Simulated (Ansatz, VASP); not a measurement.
**Two plane-wave programs on GaSb**

```xyz
2
Lattice="0.0000 3.1202 3.0590 3.0590 0.0000 3.0590 3.0590 3.1202 0.0000" Properties=species:S:1:pos:R:3 pbc="T T T"
Ga    0.0000    0.0000    0.0000
Sb    4.5885    4.6803    4.5885
```

Change from the starting cell: strain +0.0200 x Voigt [0, 1, 0, 0, 0, 0], atoms carried along.

Alike in both runs: task single point; functional r2SCAN; k mesh 6 × 6 × 6; occupations gaussian, width 0.05 eV; no spin polarisation.

```csv
,VASP,Ansatz
version,VASP 6.6.1,Ansatz 0.2.0
potentials or method,"VASP PAW PBE potentials, release 64 (Ga_d, Sb), cutoff 520 eV","scalar-relativistic, plane waves, PAW"
valence electrons in the cell,18,28
```

Ansatz gave:

* gap on the k mesh at the Fermi level (eV): 0.27
* least direct gap on the mesh (eV): 0.27
* pressure (GPa): -0.7
* traceless stress, the component that is largest in VASP (GPa): -0.69

Task: What did VASP give for the same quantities?

Result: gap on the k mesh at the Fermi level (eV): 0.26; least direct gap on the mesh (eV): 0.26; pressure (GPa): -0.6; traceless stress, the component that is largest in VASP (GPa): -0.68.

VASP's potentials were made for PBE, not for r2SCAN. VASP's potentials hold 18 valence electrons a cell and Ansatz's 28, so a difference there can come from the potentials and not from the codes.

Neither program's run includes spin-orbit coupling.
